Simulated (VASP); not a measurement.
Crystal: Ni.

```xyz
2
Lattice="2.4480 0.0000 0.0000 -1.2240 2.1200 0.0000 0.0000 0.0000 4.0728" Properties=species:S:1:pos:R:3 pbc="T T T"
Ni    0.0000    1.4134    1.0182
Ni    1.2240    0.7067    3.0546
```

This isn't the form of Ni at room conditions, which is fcc.

Base run:

- Program: VASP 6.6.1
- Functional: BLYP
- Potentials or basis: VASP PAW PBE potentials, release 64 (Ni)
- Cutoff: 520 eV
- k mesh: 15 × 15 × 8
- Occupations: fermi-dirac, width 0.1 eV
- Spin: collinear spin, ferromagnetic start
- Starting moments: [2.0, 2.0] μB

Its results: pressure 17.5 GPa; net moment 1.20 μB per cell; site moments Ni +0.61 μB.

Question: The run is repeated on the same cell with these changes: functional from BLYP to PBEsol. What comes out?

Answer: Pressure -2.9 GPa; net moment 1.25 μB per cell; site moments Ni +0.63 μB.

PBEsol binds more tightly than BLYP, so the same cell stands under less pressure.

Caveats: the PAW data sets were made with another functional, which shifts forces and pressure a little; the cell stands under pressure (at least some runs).
